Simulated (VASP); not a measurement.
Write the native input for VASP 6.6.1 that does the following.

* Task: single point
* Functional: PBE0
* Potentials or basis: VASP PAW PBE potentials, release 64 (Pb_d)
* Cutoff: 520 eV
* k mesh: 6 × 6 × 6
* Occupations: fermi-dirac, width 0.05 eV
* Spin: no spin polarisation
* Dipole correction: no
* Grid for exact exchange (PRECFOCK): Normal
* Further INCAR settings: ALGO = Normal; EDIFF = 1e-06; NBANDS = 13

The system is Pb.

```xyz
1
Lattice="0.0000 2.4245 2.4245 2.4245 0.0000 2.4245 2.4245 2.4245 0.0000" Properties=species:S:1:pos:R:3 pbc="T T T"
Pb    0.0000    0.0000    0.0000
```

One way to write it, as run:

POSCAR

```
Pb
1.0
    0.0000000000      2.4244952108      2.4244952108
    2.4244952108      0.0000000000      2.4244952108
    2.4244952108      2.4244952108      0.0000000000
Pb
1
Direct
    0.0000000000      0.0000000000      0.0000000000
```

INCAR.step1

```
PREC = Accurate
ENCUT = 520
EDIFF = 1E-5
ISMEAR = -1
SIGMA = 0.05
LREAL = False
LASPH = True
NELM = 100
ALGO = Normal
ISIF = 2
LWAVE = True
LCHARG = False
NBANDS = 13
GGA = PE
```

INCAR.step2

```
PREC = Accurate
ENCUT = 520
EDIFF = 1E-6
ISMEAR = -1
SIGMA = 0.05
LREAL = False
LASPH = True
NELM = 100
ALGO = Normal
ISIF = 2
LWAVE = False
LCHARG = False
GGA = PE
LHFCALC = True
AEXX = 0.25
PRECFOCK = Normal
NBANDS = 13
ISTART = 1
```

KPOINTS

```
Automatic mesh
0
Gamma
  6 6 6
```

Potentials or basis: VASP PAW PBE potentials, release 64 (Pb_d).

Run with:

```console
$ cat potpaw_PBE.64/Pb_d/POTCAR > POTCAR
$ cp INCAR.step1 INCAR
$ mpirun -np 1 vasp_std > vasp.out
$ cp INCAR.step2 INCAR
$ mpirun -np 1 vasp_std > vasp.out
```

It gave:

```json
{
 "Pressure": "5.7 GPa",
 "Band gap on the k mesh": "zero (band 7 reaches 17.06 eV, above the bottom of band 8 at 5.68 eV)"
}
```

Caveat: the k points lie up to 0.37 Å⁻¹ apart; the PAW data sets were made with another functional, which shifts forces and pressure a little; spin-orbit coupling is left out, which moves the levels of the heavy elements.

Run time: 21 min on 1 thread of AMD EPYC 7R13 Processor (Zen 3), on a shared host, peak memory 0.15 GiB.
